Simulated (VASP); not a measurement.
# Si12O23 (a cell with a defect) in VASP: single point with PBE

Aim: the single point of Si12O23 (a cell with a defect) with PBE.

All numbers are computed with VASP 6.6.1; they aren't measurements. Logs are shortened: lines on timing, memory, paths and dates and some standing lists are left out, and cuts for length are marked.

## 1. The cell of the first run

The cell holds a defect, 35 atoms: a = 7.306 Å, b = 7.306 Å, c = 9.828 Å, α = 70.35°, β = 70.35°, γ = 71.26°.

## 2. Single point, PBE

Input file INCAR:

```
SYSTEM = Si12O23
ALGO = Normal
EDIFF = 1E-7
ENCUT = 520
GGA = PE
ISIF = 2
ISMEAR = 0
LASPH = .TRUE.
LCHARG = .TRUE.
LELF = .TRUE.
LREAL = Auto
LVHAR = .TRUE.
LWAVE = .FALSE.
NBANDS = 116
NELM = 100
PREC = Accurate
SIGMA = 0.02
```

Input file KPOINTS:

```
k-points
0
G
  2 2 2
  0 0 0
```

Input file POSCAR:

```
Si12O23
1.0
   -2.4570000000      4.2556490000      5.4060000000
    4.9140000000      0.0000000000      5.4060000000
    4.9140000000      8.5112980000      0.0000000000
Si O
12 23
Direct
    0.9239386598      0.4004444331      0.0401292924
    0.5686518286      0.0987738096      0.9472961015
    0.0323375065     -0.0077218943      0.2735306557
    0.9346107156      0.4065165504      0.5320061456
    0.5909128101      0.0858050959      0.4421718627
    0.0030825208     -0.0001750107      0.7739189573
    0.3894435131      0.9200805343      0.2809328381
    0.0686866000      0.6000945690      0.2006958209
    0.4948393814      0.5009752690      0.5099320082
    0.4461449116      0.9005456174      0.7748882548
    0.0684036390      0.5929611409      0.7067622497
    0.5009915571      0.5017944214      0.0085631805
    0.0311978810      0.1810377831      0.1250839495
    0.9663306409      0.5746993258      0.0866572848
    0.3050126558      0.5865276698      0.1279310390
    0.4618369605      0.3248363654      0.9644695792
    0.4927180076      0.9382211341      0.1017267993
   -0.1597658113      1.0494136100      0.4125858612
    0.0260420549      0.1845574642      0.6249377187
    0.9834643774      0.5752270765      0.5798695811
    0.3100985768      0.5521909163      0.6501271958
    0.4885847300      0.3113566314      0.4622112729
    0.5256457445      0.9203609148      0.5970203620
    0.2042262218      0.9301853580      0.8319916520
    0.4819839769      0.6911410694      0.3656221849
    0.4812260588      0.0661315069      0.3268610504
    0.9727559001      0.8179612660      0.2356006483
    0.0376825788      0.4229987012      0.3549229708
    0.6946204624      0.4501301850      0.5652868838
    0.5518574463      0.6779344516      0.8581503562
    0.5069124658      0.0705555327      0.8125989093
    0.8110750554      0.0658021181      0.9060838020
    0.9728540178      0.8156014021      0.7325319560
    0.0114096712      0.4248570694      0.8613174447
    0.6847340558      0.4197254336      0.0871855503
```

Potentials or basis: VASP PAW PBE potentials, release 64 (Si, O).

Run with:

```bash
$ cat potpaw_PBE.64/Si/POTCAR potpaw_PBE.64/O/POTCAR > POTCAR
$ mpirun -np 1 vasp_std > vasp.out
```

OUTCAR:

```text
SYSTEM = Si12O23
   EDIFF = 1E-7
   ENCUT = 520
   GGA = PE
   ISIF = 2
   ISMEAR = 0
   LASPH = .TRUE.
   LREAL = Auto
   NELM = 100
   PREC = Accurate

 ion  position               nearest neighbor table
   1  0.924  0.400  0.040-  13 1.62  35 1.62  34 1.62  14 1.63  12 3.04  11 3.06   8 3.07   3 3.14

   2  0.569  0.099  0.947-  16 1.62  17 1.63  31 1.63  32 1.63   6 3.04  10 3.05  12 3.05   7 3.08

   3  0.032  0.992  0.274-  13 1.64  18 1.65  27 1.65   7 2.51   5 3.06   8 3.09   1 3.14
   4  0.935  0.407  0.532-  29 1.61  19 1.62  28 1.63  20 1.63   8 3.03  11 3.05   9 3.13   6 3.13

   5  0.591  0.086  0.442-  22 1.62  23 1.63  26 1.66  18 1.69  10 3.04   3 3.06   9 3.13
   6  0.003  1.000  0.774-  24 1.62  19 1.63  33 1.63  32 1.63   2 3.04  10 3.08  11 3.11   4 3.13

   7  0.389  0.920  0.281-  25 1.63  17 1.64  26 1.67   3 2.51   2 3.08
   8  0.069  0.600  0.201-  15 1.62  27 1.62  14 1.63  28 1.63   4 3.03   1 3.07  12 3.08   3 3.09

   9  0.495  0.501  0.510-  29 1.62  25 1.62  21 1.62  22 1.62  11 3.06   4 3.13   5 3.13
  10  0.446  0.901  0.775-  23 1.62  30 1.62  31 1.63  24 1.63   5 3.04   2 3.05  12 3.05   6 3.08

  11  0.068  0.593  0.707-  33 1.62  21 1.62  34 1.62  20 1.62   4 3.05   1 3.06   9 3.06   6 3.11

  12  0.501  0.502  0.009-  15 1.61  35 1.62  30 1.62  16 1.62   1 3.04  10 3.05   2 3.05   8 3.08

  13  0.031  0.181  0.125-   1 1.62   3 1.64
  14  0.966  0.575  0.087-   8 1.63   1 1.63
  15  0.305  0.587  0.128-  12 1.61   8 1.62
  16  0.462  0.325  0.964-   2 1.62  12 1.62
  17  0.493  0.938  0.102-   2 1.63   7 1.64
  18  0.840  0.049  0.413-   3 1.65   5 1.69
[... 15 lines left out ...]
  34  0.011  0.425  0.861-   1 1.62  11 1.62
  35  0.685  0.420  0.087-  12 1.62   1 1.62

  LATTYP: Found a base centered monoclinic cell.
 ALAT       =    11.8763100924
 B/A-ratio  =     0.7166617986
 C/A-ratio  =     0.8275297808
 COS(beta)  =    -0.4137648904

  Lattice vectors:

 A1 = (   2.4570000000,  -4.2556490000,  -5.4060000000)
 A2 = (  -4.9140000000,   0.0000000000,  -5.4060000000)
 A3 = (   4.9140000000,   8.5112980000,   0.0000000000)

Analysis of symmetry for initial positions (statically):
=====================================================================
 Subroutine PRICEL returns:
 Original cell was already a primitive cell.

 Routine SETGRP: Setting up the symmetry group for a
 base centered monoclinic supercell.

 Subroutine GETGRP returns: Found  1 space group operations
 (whereof  1 operations were pure point group operations)
 out of a pool of  4 trial point group operations.

The static configuration has the point symmetry C_1 .

Analysis of symmetry for dynamics (positions and initial velocities):
=====================================================================
 Subroutine PRICEL returns:
 Original cell was already a primitive cell.

 Routine SETGRP: Setting up the symmetry group for a
 base centered monoclinic supercell.

 Subroutine GETGRP returns: Found  1 space group operations
 (whereof  1 operations were pure point group operations)
 out of a pool of  4 trial point group operations.

The dynamic configuration has the point symmetry C_1 .

 Subroutine INISYM returns: Found  1 space group operations
 (whereof  1 operations are pure point group operations),
 and found     1 'primitive' translations

----------------------------------------------------------------------------------------

                                     Primitive cell

  volume of cell :     452.2067

  direct lattice vectors                    reciprocal lattice vectors
    -2.457000000  4.255649000  5.406000000    -0.101750102  0.058745446  0.092489826
     4.914000000  0.000000000  5.406000000     0.101750102 -0.058745446  0.092489826
     4.914000000  8.511298000  0.000000000     0.050875051  0.088118170 -0.046244913

  length of vectors
     7.305630254  7.305630158  9.828000287     0.149527518  0.149527518  0.111766160

  position of ions in fractional coordinates (direct lattice)
     0.923938660  0.400444433  0.040129292
     0.568651829  0.098773810  0.947296102
     0.032337506  0.992278106  0.273530656
     0.934610716  0.406516550  0.532006146
     0.590912810  0.085805096  0.442171863
     0.003082521  0.999824989  0.773918957
[... 27 lines left out ...]
     0.011409671  0.424857069  0.861317445
     0.684734056  0.419725434  0.087185550

  ion indices of the primitive-cell ions
   primitive index   ion index
                 1           1
                 2           2
                 3           3
                 4           4
                 5           5
                 6           6
[... 27 lines left out ...]
                34          34
                35          35

----------------------------------------------------------------------------------------

 KPOINTS: k-points

Automatic generation of k-mesh.
 Grid dimensions read from file:
 generate k-points for:    2    2    2

 Generating k-lattice:

  Cartesian coordinates                     Fractional coordinates (reciprocal lattice)
    -0.050875051  0.029372723  0.046244913     0.500000000  0.000000000 -0.000000000
     0.050875051 -0.029372723  0.046244913     0.000000000  0.500000000  0.000000000
     0.025437525  0.044059085 -0.023122457    -0.000000000  0.000000000  0.500000000

  Length of vectors
     0.074763759  0.074763759  0.055883080

  Shift w.r.t. Gamma in fractional coordinates (k-lattice)
     0.000000000  0.000000000  0.000000000

 Subroutine IBZKPT returns following result:
 ===========================================

 Found      8 irreducible k-points:

 Following reciprocal coordinates:
            Coordinates               Weight
  0.000000  0.000000  0.000000      1.000000
  0.500000  0.000000  0.000000      1.000000
  0.000000  0.500000 -0.000000      1.000000
  0.500000  0.500000  0.000000      1.000000
  0.000000 -0.000000  0.500000      1.000000
  0.500000 -0.000000  0.500000      1.000000
  0.000000  0.500000  0.500000      1.000000
  0.500000  0.500000  0.500000      1.000000
   k-points           NKPTS =      8   k-points in BZ     NKDIM =      8   number of bands    NBANDS=    116
   number of dos      NEDOS =    301   number of ions     NIONS =     35
   total plane-waves  NPLWV = 233280
   dimension x,y,z NGX =    54 NGY =   54 NGZ =   80
   dimension x,y,z NGXF=   108 NGYF=  108 NGZF=  160
   ions per type =              12  23
   NGX,Y,Z   is equivalent  to a cutoff of  12.29, 12.29, 13.53 a.u.
   NGXF,Y,Z  is equivalent  to a cutoff of  24.58, 24.58, 27.06 a.u.
 SYSTEM =  Si12O23
   PREC   = accura    normal or accurate (medium, high low for compatibility)
   ISTART =      0    job   : 0-new  1-cont  2-samecut
   ICHARG =      2    charge: 1-file 2-atom 10-const
   ISPIN  =      1    spin polarized calculation?
   LNONCOLLINEAR =      F non collinear calculations
   LSORBIT =      F    spin-orbit coupling
   LASPH  =      T    aspherical Exc in radial PAW
   ENCUT  =  520.0 eV  38.22 Ry    6.18 a.u.  13.58 13.58 18.27*2*pi/ulx,y,z
   NELM   =    100;   NELMIN=  2; NELMDL= -5     # of ELM steps
   EDIFF  = 0.1E-06   stopping-criterion for ELM
   LREAL  =      T    real-space projection
   EDIFFG = 0.1E-05   stopping-criterion for IOM
   NSW    =      0    number of steps for IOM
   IBRION =     -1    ionic relax: 0-MD 1-quasi-New 2-CG
   NFREE  =      0    steps in history (QN), initial steepest desc. (CG)
   ISIF   =      2    stress and relaxation
   ISYM   =      2    0-nonsym 1-usesym 2-fastsym
   POTIM  = 0.5000    time-step for ionic-motion
   TEBEG  =    0.0;   TEEND  =   0.0 temperature during run
   PSTRESS=    0.0 pullay stress
   NELECT =     186.0000    total number of electrons
   NUPDOWN=      -1.0000    fix difference up-down
   EMIN   =  10.00;   EMAX   =-10.00  energy-range for DOS
   EFERMI =   0.00;   METHOD = LEGACY
   ISMEAR =     0;   SIGMA  =   0.02  broadening in eV -4-tet -1-fermi 0-gaus
   EFERMI_NEDOS =   21; number of points for ismear=-14 and -15
   IALGO  =     38    algorithm
   IMIX   =      4    mixing-type and parameters
     AMIX     =   0.40;   BMIX     =  1.00
     AMIX_MAG =   1.60;   BMIX_MAG =  1.00
  volume/ion in A,a.u.               =      12.92        87.19
  Fermi-wavevector in a.u.,A,eV,Ry     =   1.217494  2.300730 20.167801  1.482292
  Thomas-Fermi vector in A             =   2.352812
   LORBIT       =      0    0 simple, 1 ext, 2 COOP (PROOUT), +10 PAW based schemes
   GGA     = PE    functional components
   LHFCALC =     F    Hartree Fock is set to
   AEXX    =    0.0000 exact exchange contribution
   IVDW    =     0    specifies the selected vdW correction
   LEPSILON=     F    determine dielectric tensor
   LRPA    =     F    only Hartree local field effects (RPA)
 non-spin polarized calculation
 Gauss-broadening in eV      SIGMA  =   0.02
  energy-cutoff  :      520.00
  volume of cell :      452.21
 maximum number of plane-waves:     12202
   NGX = 27   NGY = 27   NGZ = 37

 number of electron     185.9999987 magnetization

 Free energy of the ion-electron system (eV)
  ---------------------------------------------------
  ext. energy  EPLUGINS =         0.00000000
  ---------------------------------------------------
  free energy    TOTEN  =      -273.91791774 eV

  energy without entropy =     -273.91791774  energy(sigma->0) =     -273.91791774

 E-fermi :   1.6921     XC(G=0):  -9.1587

 val. band max:        1.5410053894   @ k =   0.5000  -0.0000   0.5000
 cond. band min:       6.9916776665   @ k =   0.5000   0.0000   0.0000
 fundamental gap:      5.4506722772
 Fermi energy:         1.6920569366

 k-point     1 :       0.0000    0.0000    0.0000
  band No.  band energies     occupation
      1     -18.2433      2.00000
      2     -17.7717      2.00000
      3     -17.7405      2.00000
      4     -17.5355      2.00000
      5     -17.3467      2.00000
      6     -17.2472      2.00000
[... 97 lines left out ...]
    104      10.3035      0.00000
    105      10.4457      0.00000

 k-point     2 :       0.5000    0.0000    0.0000
  band No.  band energies     occupation
      1     -18.0090      2.00000
      2     -17.9521      2.00000
      3     -17.7521      2.00000
      4     -17.6284      2.00000
      5     -17.3257      2.00000
      6     -17.3012      2.00000
[... 745 lines left out ...]
    104      10.2189      0.00000
    105      10.3056      0.00000
 [bands above 105 left out]

------------------------ aborting loop because EDIFF is reached ----------------------------------------

  FORCE on cell =-STRESS in cart. coord.  units (eV):
  Direction    XX          YY          ZZ          XY          YZ          ZX
  --------------------------------------------------------------------------------------
  -------------------------------------------------------------------------------------
  Total        5.2908773      1.9426699      3.9994392      1.4809308     -5.3935702      0.7218762
  in kB       18.7456839      6.8829183     14.1700928      5.2469675    -19.1095269      2.5576217
  external PRESSURE =      13.2662317 kB  Pullay stress =       0.0000000 kB

 VOLUME and BASIS-vectors are now :
 -----------------------------------------------------------------------------
  energy-cutoff  :      520.00
  volume of cell :      452.21
      direct lattice vectors                 reciprocal lattice vectors
    -2.457000000  4.255649000  5.406000000    -0.101750102  0.058745446  0.092489826
     4.914000000  0.000000000  5.406000000     0.101750102 -0.058745446  0.092489826
     4.914000000  8.511298000  0.000000000     0.050875051  0.088118170 -0.046244913

 POSITION                                       TOTAL-FORCE (eV/Angst)
 -----------------------------------------------------------------------------------
     -0.10514      4.27351      7.15962        -0.035913      0.088333      0.025127
      3.74321     10.48270      3.60810         0.008871     -0.000665      0.000637
      6.14073      2.46572      5.53907        -0.069297      0.197295      0.197523
      2.31556      8.50544      7.25013         0.001447     -0.010711     -0.002770
      1.14261      6.27817      3.65834        -0.013730      0.100636      0.058985
      8.70860      6.60017      5.42172        -0.008668      0.002060      0.003017
[... 27 lines left out ...]
      6.29223      7.37949      2.35846         0.044901      0.007829      0.007744
      0.80857      3.65605      5.97071        -0.045417      0.056927     -0.006154
 -----------------------------------------------------------------------------------
    total drift:                                0.007028      0.006618      0.009050

  FREE ENERGIE OF THE ION-ELECTRON SYSTEM (eV)
  ---------------------------------------------------
  free  energy   TOTEN  =      -273.9179177353 eV

  energy  without entropy=     -273.9179177353  energy(sigma->0) =     -273.91791774
```

It took 17 min on 1 thread of Intel Xeon Platinum 8259CL at 2.50GHz (Skylake/Cascade Lake), shared host; peak memory 0.63 GiB.

Results:

```yaml
Free_energy: -273.9179 eV
Pressure: 1.3 GPa
Largest_force: 1.302 eV/Å
Band_gap_on_the_k_mesh: 5.45 eV
```

Forces in eV/Å, atoms in the order of the input:
```
Si  -0.036  0.088  0.025
Si   0.009 -0.001  0.001
Si  -0.069  0.197  0.198
Si   0.001 -0.011 -0.003
Si  -0.014  0.101  0.059
Si  -0.009  0.002  0.003
Si  -0.001  0.080  0.106
Si  -0.005  0.010  0.061
Si  -0.025  0.010 -0.025
Si   0.003  0.021 -0.033
Si  -0.012  0.024  0.004
Si  -0.007  0.072  0.015
O   -0.058  0.140  0.138
O    0.038  0.009  0.017
O   -0.050  0.041 -0.028
O   -0.016  0.024  0.019
O    0.030 -0.001  0.003
O    0.416 -1.084 -0.588
O   -0.036 -0.066 -0.028
O   -0.027  0.012  0.026
O    0.021  0.031 -0.026
O    0.039  0.024 -0.049
O    0.059  0.015 -0.086
O    0.018  0.013 -0.018
O    0.050 -0.039 -0.072
O   -0.198  0.134  0.093
O   -0.063  0.172  0.161
O   -0.023 -0.018 -0.024
O    0.000 -0.013  0.030
O    0.019  0.047 -0.003
O    0.002  0.014 -0.027
O   -0.017 -0.032  0.000
O   -0.041 -0.082  0.047
O    0.045  0.008  0.008
O   -0.045  0.057 -0.006
```

Stress tensor (GPa, compression positive):
```
 1.87  0.52  0.26
 0.52  0.69 -1.91
 0.26 -1.91  1.42
```

Caveat: the k points lie up to 0.47 Å⁻¹ apart.
